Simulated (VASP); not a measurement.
# SnSe in VASP: notebook, part 2 of 2

VASP 6.6.1. Earlier steps stand in the parts before.

### 3 Relaxation of the atoms, PBEsol

Input file INCAR:

```
  ALGO = Normal
  DIPOL = 0.5 0.5 0.500
  EDIFF = 1E-6
  EDIFFG = -0.03
  ENCUT = 520
  GGA = PS
  IBRION = 2
  IDIPOL = 3
  ISIF = 2
  ISMEAR = 0
  KPAR = 4
  LASPH = True
  LCHARG = False
  LDIPOL = True
  LREAL = False
  LWAVE = False
  NELM = 100
  NSW = 90
  PREC = Accurate
  SIGMA = 0.05
```

Input file KPOINTS:

```
k-points
0
Gamma
  6 6 1
```

Input file POSCAR:

```
SnSe
1.0
    4.2041099673      0.0000000000      0.0000000000
    0.0000000000      4.2041099673      0.0000000000
    0.0000000000      0.0000000000     22.9455093334
Sn Se
3 3
Selective dynamics
Direct
    0.5000000000      0.5000000000      0.3704428556  F F F
    0.0000000000      0.0000000000      0.5000000000  T T T
    0.5000000000      0.5000000000      0.6295571444  T T T
    0.0000000000      0.0000000000      0.3704428556  F F F
    0.5000000000      0.5000000000      0.5000000000  T T T
    0.0000000000      0.0000000000      0.6295571444  T T T
```

Potentials or basis: VASP PAW PBE potentials, release 64 (Sn_d, Se).

On the command line:

```
$ cat potpaw_PBE.64/Sn_d/POTCAR potpaw_PBE.64/Se/POTCAR > POTCAR
$ mpirun -np 4 vasp_std > vasp.out
```

OUTCAR:

```text
EDIFF = 1E-6
   EDIFFG = -0.03
   ENCUT = 520
   GGA = PS
   IBRION = 2
   ISIF = 2
   ISMEAR = 0
   LASPH = True
   LREAL = False
   NELM = 100
   NSW = 90
   PREC = Accurate

 ion  position               nearest neighbor table
   1  0.500  0.500  0.370-   5 2.97   4 2.97   4 2.97   4 2.97   4 2.97
   2  0.000  0.000  0.500-   4 2.97   6 2.97   5 2.97   5 2.97   5 2.97   5 2.97
   3  0.500  0.500  0.630-   5 2.97   6 2.97   6 2.97   6 2.97   6 2.97
   4  0.000  0.000  0.370-   2 2.97   1 2.97   1 2.97   1 2.97   1 2.97
   5  0.500  0.500  0.500-   1 2.97   3 2.97   2 2.97   2 2.97   2 2.97   2 2.97
   6  0.000  0.000  0.630-   2 2.97   3 2.97   3 2.97   3 2.97   3 2.97

  LATTYP: Found a simple tetragonal cell.
 ALAT       =     4.2041099673
 C/A-ratio  =     5.4578756293

  Lattice vectors:

 A1 = (   4.2041099673,   0.0000000000,   0.0000000000)
 A2 = (   0.0000000000,   4.2041099673,   0.0000000000)
 A3 = (   0.0000000000,   0.0000000000,  22.9455093334)

Analysis of symmetry for initial positions (statically):
=====================================================================
 Subroutine PRICEL returns:
 Original cell was already a primitive cell.

 Routine SETGRP: Setting up the symmetry group for a
 simple tetragonal supercell.

 Subroutine GETGRP returns: Found 16 space group operations
[... 457 lines left out ...]

 number of electron      59.9999988 magnetization

------------------------ aborting loop because EDIFF is reached ----------------------------------------
[... 35 lines left out ...]
--------------------------------------- Ionic step        9  -------------------------------------------

 number of electron      59.9999987 magnetization

 dipolmoment           0.000000      0.000000      0.004475 electrons x Angstroem

 Free energy of the ion-electron system (eV)
  ---------------------------------------------------
  ext. energy  EPLUGINS =         0.00000000
  ---------------------------------------------------
  free energy    TOTEN  =       -26.29009982 eV

  energy without entropy =      -26.29009404  energy(sigma->0) =      -26.29009693

 E-fermi :  -0.0823     XC(G=0):  -4.3652

 val. band max:       -0.2077087489   @ k =   0.5000   0.0000   0.0000
 cond. band min:       0.0432015653   @ k =   0.5000   0.0000   0.0000
 fundamental gap:      0.2509103142
 Fermi energy:        -0.0822598257

 k-point     1 :       0.0000    0.0000    0.0000
  band No.  band energies     occupation
      1     -21.9731      2.00000
      2     -21.9512      2.00000
      3     -21.9311      2.00000
      4     -21.9311      2.00000
      5     -21.9087      2.00000
      6     -21.9087      2.00000
[... 379 lines left out ...]
     35       3.5119      0.00000
     36       4.4432      0.00000

------------------------ aborting loop because EDIFF is reached ----------------------------------------

 vacuum level on the upper side and lower side of the slab       (xc-potential included)        -0.089        -0.069

  FORCE on cell =-STRESS in cart. coord.  units (eV):
  Direction    XX          YY          ZZ          XY          YZ          ZX
  --------------------------------------------------------------------------------------
  -------------------------------------------------------------------------------------
  Total       -0.9007200     -0.9007200     -0.0663039      0.0000000      0.0000000      0.0000000
  in kB       -3.5583981     -3.5583981     -0.2619411      0.0000000      0.0000000      0.0000000
  external PRESSURE =      -2.4595791 kB  Pullay stress =       0.0000000 kB
[... 21 lines left out ...]
  FREE ENERGIE OF THE ION-ELECTRON SYSTEM (eV)
  ---------------------------------------------------
  free  energy   TOTEN  =       -26.2900998232 eV

  energy  without entropy=      -26.2900940369  energy(sigma->0) =      -26.29009693

 reached required accuracy - stopping structural energy minimisation

 vacuum level on the upper side and lower side of the slab         3.846         3.888
```

CONTCAR:

```text
SnSe
   1.00000000000000
     4.2041099673000000    0.0000000000000000    0.0000000000000000
     0.0000000000000000    4.2041099673000000    0.0000000000000000
     0.0000000000000000    0.0000000000000000   22.9455093334000004
  Sn              Se
     3     3
Selective dynamics
Direct
     0.5000000000000000    0.5000000000000000    0.3704428555999968   F   F   F
     0.0000000000000000    0.0000000000000000    0.4963842363136831   T   T   T
     0.5000000000000000    0.5000000000000000    0.6201691446865956   T   T   T
     0.0000000000000000    0.0000000000000000    0.3704428555999968   F   F   F
     0.5000000000000000    0.5000000000000000    0.4954396571551483   T   T   T
     0.0000000000000000    1.0000000000000000    0.6225928692409741   T   T   T

  0.00000000E+00  0.00000000E+00  0.00000000E+00
  0.00000000E+00  0.00000000E+00  0.00000000E+00
  0.00000000E+00  0.00000000E+00  0.00000000E+00
  0.00000000E+00  0.00000000E+00  0.00000000E+00
  0.00000000E+00  0.00000000E+00  0.00000000E+00
  0.00000000E+00  0.00000000E+00  0.00000000E+00
```

Run time: 8.5 min. Hardware: 4 MPI ranks of Intel Xeon Platinum 8259CL at 2.50GHz (Skylake/Cascade Lake), shared host; peak memory 0.55 GiB.

Results:

| Item | Value |
| --- | --- |
| Free energy | -26.2901 eV |
| Energy gained by relaxing | 8.8 meV/atom |
| Ionic steps | 9 |
| Band gap on the k mesh | 0.25 eV |

Step by step:
| step | energy change (eV) | largest force on free atoms (eV/Å) | pressure (GPa) |
| --- | --- | --- | --- |
| 1 | 0.0000 | 0.3096 | -0.73 |
| 2 | -0.0063 | 0.2846 | -0.70 |
| 3 | -0.0224 | 0.2092 | -0.61 |
| 4 | -0.0374 | 0.2051 | -0.40 |
| 5 | -0.0432 | 0.1175 | -0.38 |
| 6 | -0.0480 | 0.2015 | -0.30 |
| 7 | -0.0513 | 0.1129 | -0.28 |
| 8 | -0.0524 | 0.0726 | -0.25 |
| 9 | -0.0528 | 0.0262 | -0.25 |

Final structure:
```
Sn Se
1.0
     4.20411    0.00000    0.00000
     0.00000    4.20411    0.00000
     0.00000    0.00000   22.94551
Sn Se
3 3
Direct
  0.50000 0.50000 0.37044
  0.00000 0.00000 0.49638
  0.50000 0.50000 0.62017
  0.00000 0.00000 0.37044
  0.50000 0.50000 0.49544
  0.00000 0.00000 0.62259
```

Caveat: semilocal functionals underestimate gaps, and a narrow one can read as zero; the PAW data sets were made with another functional, which shifts forces and pressure a little; spin-orbit coupling is left out, which moves the levels of the heavy elements.
